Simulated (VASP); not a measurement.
Input of a VASP 6.6.1 run:

File INCAR:

```
PREC = Accurate ; ENCUT = 520
EDIFF = 1E-6 ; ISMEAR = -1
SIGMA = 0.05 ; LREAL = F
LASPH = T ; NELM = 100
ALGO = Normal ; ISIF = 2
LWAVE = F ; LCHARG = F
GGA = PE ; NBANDS = 16
```

The input KPOINTS:

```
Automatic mesh
0
Gamma
  10 10 10
```

File POSCAR:

```
WC
1.0
    0.0000000000      2.1630495024      2.1630495024
    2.1630495024      0.0000000000      2.1630495024
    2.1630495024      2.1630495024      0.0000000000
W C
1 1
Direct
    0.0000000000      0.0000000000      0.0000000000
    0.5000000000      0.5000000000      0.5000000000
```

Potentials or basis: VASP PAW PBE potentials, release 64 (W_sv, C).

Launch:

```bash
$ cat potpaw_PBE.64/W_sv/POTCAR potpaw_PBE.64/C/POTCAR > POTCAR
$ mpirun -np 1 vasp_std > vasp.out
```

Question: Estimate the band gap on the k mesh.

Answer: Zero (band 9 reaches 14.17 eV, above the bottom of band 10 at 10.79 eV).

Question: Predict the pressure.

Answer: 15.6 GPa.

Caveat: spin-orbit coupling is left out, which moves the levels of the heavy elements.
